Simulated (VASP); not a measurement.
# Al3Cu2 in VASP: single point with PBEsol

Aim: the single point of Al3Cu2 with PBEsol.

Everything below comes from runs of VASP 6.6.1. Logs are shortened: lines on timing, memory, paths and dates and some standing lists are left out, and cuts for length are marked.

### 1 The cell of the first run

The cell holds a slab with vacuum, 10 atoms: a = 4.828 Å, b = 4.877 Å, c = 22.775 Å, α = 90.00°, β = 90.00°, γ = 119.67°.

### 2 Single point, PBEsol

INCAR

```
PREC = Accurate
ENCUT = 520
EDIFF = 1E-6
ISMEAR = 0
SIGMA = 0.1
LREAL = False
LASPH = True
NELM = 60
ALGO = Normal
ISIF = 2
LWAVE = False
LCHARG = True
LDIPOL = True
IDIPOL = 3
DIPOL = 0.5 0.5 0.499
GGA = PS
LELF = True
LVHAR = True
LVACPOTAV = True
NBANDS = 42
```

KPOINTS

```
regular mesh
0
Gamma
  7 7 1
```

POSCAR

```
Al3Cu2
1.0
    4.8278486177      0.0000000000      0.0000000000
   -2.4139243088      4.2377626270      0.0000000000
    0.0000000000      0.0000000000     22.7748846079
Al Cu
6 4
Direct
    0.7500000000      0.5000000000      0.3732181368
    0.2500000000      0.5000000000      0.4407101135
    0.9087607695      0.8175215390      0.4985587134
    0.5912392305      0.1824784610      0.4985587134
    0.2500000000      0.5000000000      0.5622416276
    0.7500000000      0.5000000000      0.6156910700
    0.7500000000      0.0000000000      0.4069641252
    0.2500000000      0.0000000000      0.4069641252
    0.2500000000      0.0000000000      0.5916902116
    0.7500000000      0.0000000000      0.5916902116
```

Potentials or basis: VASP PAW PBE potentials, release 64 (Al, Cu).

Command:

```sh
$ cat potpaw_PBE.64/Al/POTCAR potpaw_PBE.64/Cu/POTCAR > POTCAR
$ mpirun -np 1 vasp_std > vasp.out
```

OUTCAR:

```text
PREC = Accurate
   ENCUT = 520
   EDIFF = 1E-6
   ISMEAR = 0
   LREAL = False
   LASPH = True
   NELM = 60
   ISIF = 2
   GGA = PS

 ion  position               nearest neighbor table
   1  0.750  0.500  0.373-   7 2.56   7 2.56   8 2.56   8 2.56   2 2.86   2 2.86   4 3.16   3 3.16

   2  0.250  0.500  0.441-   8 2.56   8 2.56   7 2.56   7 2.56   5 2.77   1 2.86   1 2.86   3 3.06
                             4 3.06   4 3.06   3 3.06   4 3.18   3 3.18
   3  0.909  0.818  0.499-   7 2.53   8 2.53  10 2.56   9 2.56   4 2.69   4 2.87   4 2.87   6 2.99
                             2 3.06   2 3.06   5 3.12   5 3.12   1 3.16   2 3.18   5 3.24
   4  0.591  0.182  0.499-   7 2.53   8 2.53  10 2.56   9 2.56   3 2.69   3 2.87   3 2.87   6 2.99
                             2 3.06   2 3.06   5 3.12   5 3.12   1 3.16   2 3.18   5 3.24
   5  0.250  0.500  0.562-   9 2.53   9 2.53  10 2.53  10 2.53   6 2.70   6 2.70   2 2.77   3 3.12
                             4 3.12   3 3.12   4 3.12   4 3.24   3 3.24
   6  0.750  0.500  0.616-  10 2.50  10 2.50   9 2.50   9 2.50   5 2.70   5 2.70   3 2.99   4 2.99

   7  0.750  0.000  0.407-   8 2.41   8 2.41   3 2.53   4 2.53   2 2.56   2 2.56   1 2.56   1 2.56

   8  0.250  0.000  0.407-   7 2.41   7 2.41   3 2.53   4 2.53   2 2.56   2 2.56   1 2.56   1 2.56

   9  0.250  0.000  0.592-  10 2.41  10 2.41   6 2.50   6 2.50   5 2.53   5 2.53   3 2.56   4 2.56

  10  0.750  0.000  0.592-   9 2.41   9 2.41   6 2.50   6 2.50   5 2.53   5 2.53   3 2.56   4 2.56

  LATTYP: Found a base centered orthorhombic cell.
 ALAT       =     4.8278486177
 B/A-ratio  =     1.7555490914
 C/A-ratio  =     4.7173982474

  Lattice vectors:

 A1 = (   2.4139243088,  -4.2377626270,   0.0000000000)
 A2 = (   2.4139243089,   4.2377626270,   0.0000000000)
 A3 = (   0.0000000000,   0.0000000000,  22.7748846079)

Analysis of symmetry for initial positions (statically):
=====================================================================
 Subroutine PRICEL returns:
 Original cell was already a primitive cell.

 Routine SETGRP: Setting up the symmetry group for a
 base centered orthorhombic supercell.

 Subroutine GETGRP returns: Found  4 space group operations
 (whereof  2 operations were pure point group operations)
 out of a pool of  8 trial point group operations.

The static configuration has the point symmetry C_1h.
 The point group associated with its full space group is C_2v.

Analysis of symmetry for dynamics (positions and initial velocities):
=====================================================================
 Subroutine PRICEL returns:
 Original cell was already a primitive cell.

 Routine SETGRP: Setting up the symmetry group for a
 base centered orthorhombic supercell.

 Subroutine GETGRP returns: Found  4 space group operations
 (whereof  2 operations were pure point group operations)
 out of a pool of  8 trial point group operations.

The dynamic configuration has the point symmetry C_1h.
 The point group associated with its full space group is C_2v.

 Subroutine INISYM returns: Found  4 space group operations
 (whereof  2 operations are pure point group operations),
 and found     1 'primitive' translations

----------------------------------------------------------------------------------------

                                     Primitive cell

  volume of cell :     465.9577

  direct lattice vectors                    reciprocal lattice vectors
     4.827848618  0.000000000  0.000000000     0.207131598  0.117986788  0.000000000
    -2.413924309  4.237762627  0.000000000     0.000000000  0.235973576  0.000000000
     0.000000000  0.000000000 22.774884608     0.000000000  0.000000000  0.043908016

  length of vectors
     4.827848618  4.877054711 22.774884608     0.238378651  0.235973576  0.043908016

  position of ions in fractional coordinates (direct lattice)
     0.750000000  0.500000000  0.373218137
     0.250000000  0.500000000  0.440710114
     0.908760769  0.817521539  0.498558713
     0.591239231  0.182478461  0.498558713
     0.250000000  0.500000000  0.562241628
     0.750000000  0.500000000  0.615691070
     0.750000000  0.000000000  0.406964125
     0.250000000  0.000000000  0.406964125
     0.250000000  0.000000000  0.591690212
     0.750000000  0.000000000  0.591690212

  ion indices of the primitive-cell ions
   primitive index   ion index
                 1           1
                 2           2
                 3           3
                 4           4
                 5           5
                 6           6
                 7           7
                 8           8
                 9           9
                10          10

----------------------------------------------------------------------------------------

 KPOINTS: regular mesh

Automatic generation of k-mesh.
 Grid dimensions read from file:
 generate k-points for:    7    7    1

 Generating k-lattice:

  Cartesian coordinates                     Fractional coordinates (reciprocal lattice)
     0.029590228  0.016855255  0.000000000     0.142857143  0.000000000  0.000000000
     0.000000000  0.033710511  0.000000000     0.000000000  0.142857143  0.000000000
     0.000000000  0.000000000  0.043908016     0.000000000  0.000000000  1.000000000

  Length of vectors
     0.034054093  0.033710511  0.043908016

  Shift w.r.t. Gamma in fractional coordinates (k-lattice)
     0.000000000  0.000000000  0.000000000

 Subroutine IBZKPT returns following result:
 ===========================================

 Found     16 irreducible k-points:

 Following reciprocal coordinates:
            Coordinates               Weight
  0.000000  0.000000  0.000000      1.000000
  0.142857  0.000000  0.000000      4.000000
  0.285714  0.000000  0.000000      4.000000
  0.428571  0.000000  0.000000      4.000000
  0.000000  0.142857  0.000000      2.000000
  0.142857  0.142857  0.000000      4.000000
[... 8 lines left out ...]
  0.000000  0.428571  0.000000      2.000000
  0.142857  0.428571  0.000000      2.000000
   k-points           NKPTS =     16   k-points in BZ     NKDIM =     16   number of bands    NBANDS=     42
   number of dos      NEDOS =    301   number of ions     NIONS =     10
   total plane-waves  NPLWV = 233280
   dimension x,y,z NGX =    36 NGY =   36 NGZ =  180
   dimension x,y,z NGXF=    72 NGYF=   72 NGZF=  360
   ions per type =               6   4
   NGX,Y,Z   is equivalent  to a cutoff of  12.40, 12.27, 13.14 a.u.
   NGXF,Y,Z  is equivalent  to a cutoff of  24.79, 24.54, 26.28 a.u.
 SYSTEM =  unknown system
   PREC   = accura    normal or accurate (medium, high low for compatibility)
   ISTART =      0    job   : 0-new  1-cont  2-samecut
   ICHARG =      2    charge: 1-file 2-atom 10-const
   ISPIN  =      1    spin polarized calculation?
   LNONCOLLINEAR =      F non collinear calculations
   LSORBIT =      F    spin-orbit coupling
   LASPH  =      T    aspherical Exc in radial PAW
   ENCUT  =  520.0 eV  38.22 Ry    6.18 a.u.   8.98  9.07 42.35*2*pi/ulx,y,z
   NELM   =     60;   NELMIN=  2; NELMDL= -5     # of ELM steps
   EDIFF  = 0.1E-05   stopping-criterion for ELM
   LREAL  =      F    real-space projection
   EDIFFG = 0.1E-04   stopping-criterion for IOM
   NSW    =      0    number of steps for IOM
   IBRION =     -1    ionic relax: 0-MD 1-quasi-New 2-CG
   NFREE  =      0    steps in history (QN), initial steepest desc. (CG)
   ISIF   =      2    stress and relaxation
   ISYM   =      2    0-nonsym 1-usesym 2-fastsym
   POTIM  = 0.5000    time-step for ionic-motion
   TEBEG  =    0.0;   TEEND  =   0.0 temperature during run
   PSTRESS=    0.0 pullay stress
   NELECT =      62.0000    total number of electrons
   NUPDOWN=      -1.0000    fix difference up-down
   EMIN   =  10.00;   EMAX   =-10.00  energy-range for DOS
   EFERMI =   0.00;   METHOD = LEGACY
   ISMEAR =     0;   SIGMA  =   0.10  broadening in eV -4-tet -1-fermi 0-gaus
   EFERMI_NEDOS =   21; number of points for ismear=-14 and -15
   IALGO  =     38    algorithm
   IMIX   =      4    mixing-type and parameters
     AMIX     =   0.40;   BMIX     =  1.00
     AMIX_MAG =   1.60;   BMIX_MAG =  1.00
  volume/ion in A,a.u.               =      46.60       314.44
  Fermi-wavevector in a.u.,A,eV,Ry     =   0.835776  1.579388  9.503963  0.698522
  Thomas-Fermi vector in A             =   1.949391
   LORBIT       =      0    0 simple, 1 ext, 2 COOP (PROOUT), +10 PAW based schemes
   GGA     = PS    functional components
   LHFCALC =     F    Hartree Fock is set to
   AEXX    =    0.0000 exact exchange contribution
   IVDW    =     0    specifies the selected vdW correction
   LEPSILON=     F    determine dielectric tensor
   LRPA    =     F    only Hartree local field effects (RPA)
 non-spin polarized calculation
 Gauss-broadening in eV      SIGMA  =   0.10
  energy-cutoff  :      520.00
  volume of cell :      465.96
 maximum number of plane-waves:     12583
   NGX = 17   NGY = 19   NGZ = 85

 dipolmoment           0.000000      0.000000     -0.042330 electrons x Angstroem

 number of electron      62.0000037 magnetization

 dipolmoment           0.000000      0.000000      0.013263 electrons x Angstroem

 Free energy of the ion-electron system (eV)
  ---------------------------------------------------
  ext. energy  EPLUGINS =         0.00000000
  ---------------------------------------------------
  free energy    TOTEN  =       -40.45743128 eV

  energy without entropy =      -40.43583588  energy(sigma->0) =      -40.44663358

 E-fermi :  -0.5871     XC(G=0):  -4.2177

 val. band max:       -0.6107860067   @ k =  -0.4286   0.1429   0.0000
 cond. band min:      -0.5738513313   @ k =   0.1429   0.1429   0.0000
 fundamental gap:      0.0369346754
 Fermi energy:        -0.5871005003

 k-point     1 :       0.0000    0.0000    0.0000
  band No.  band energies     occupation
      1     -10.8578      2.00000
      2      -9.1501      2.00000
      3      -6.6116      2.00000
      4      -5.5117      2.00000
      5      -5.3697      2.00000
      6      -5.3366      2.00000
[... 709 lines left out ...]
     41       4.2592      0.00000
     42       5.2239      0.00000

------------------------ aborting loop because EDIFF is reached ----------------------------------------

  FORCE on cell =-STRESS in cart. coord.  units (eV):
  Direction    XX          YY          ZZ          XY          YZ          ZX
  --------------------------------------------------------------------------------------
  -------------------------------------------------------------------------------------
  Total        0.3479513     -4.6586843     -0.4766072     -0.0000000      0.0000000      0.0000000
  in kB        1.1964169    -16.0187052     -1.6387954     -0.0000000      0.0000000      0.0000000
  external PRESSURE =      -5.4870279 kB  Pullay stress =       0.0000000 kB

 VOLUME and BASIS-vectors are now :
 -----------------------------------------------------------------------------
  energy-cutoff  :      520.00
  volume of cell :      465.96
      direct lattice vectors                 reciprocal lattice vectors
     4.827848618  0.000000000  0.000000000     0.207131598  0.117986788  0.000000000
    -2.413924309  4.237762627  0.000000000     0.000000000  0.235973576  0.000000000
     0.000000000  0.000000000 22.774884608     0.000000000  0.000000000  0.043908016

 POSITION                                       TOTAL-FORCE (eV/Angst)
 -----------------------------------------------------------------------------------
      2.41392      2.11888      8.50000         0.000000      0.000000      0.572011
      0.00000      2.11888     10.03712        -0.000000      0.000000     -0.233521
      2.41392      3.46446     11.35462         0.000000      0.003878      0.005327
      2.41392      0.77330     11.35462        -0.000000     -0.003878      0.005327
      0.00000      2.11888     12.80499         0.000000      0.000000     -0.012681
      2.41392      2.11888     14.02229         0.000000      0.000000      0.009742
      3.62089      0.00000      9.26856         0.000000      0.000000     -0.191837
      1.20696      0.00000      9.26856        -0.000000      0.000000     -0.191837
      1.20696      0.00000     13.47568        -0.000000      0.000000      0.018735
      3.62089      0.00000     13.47568        -0.000000      0.000000      0.018735
 -----------------------------------------------------------------------------------
    total drift:                                0.000001      0.000000     -0.000169

  FREE ENERGIE OF THE ION-ELECTRON SYSTEM (eV)
  ---------------------------------------------------
  free  energy   TOTEN  =       -40.4574312835 eV

  energy  without entropy=      -40.4358358787  energy(sigma->0) =      -40.44663358

 vacuum level on the upper side and lower side of the slab         3.875         3.758
```

Wall time 15 min (1 thread of Intel Xeon 6975P-C, shared host); peak memory 0.63 GiB.

Results:

* Free energy: -40.4574 eV
* Largest force: 0.572 eV/Å
* Band gap on the k mesh: zero (band 31 reaches -0.04 eV, above the bottom of band 32 at -1.18 eV)

Forces on the atoms (eV/Å):
```
Al   0.000  0.000  0.572
Al   0.000  0.000 -0.234
Al   0.000  0.004  0.005
Al   0.000 -0.004  0.005
Al   0.000  0.000 -0.013
Al   0.000  0.000  0.010
Cu   0.000  0.000 -0.192
Cu   0.000  0.000 -0.192
Cu   0.000  0.000  0.019
Cu   0.000  0.000  0.019
```

Caveat: the PAW data sets were made with another functional, which shifts forces and pressure a little.
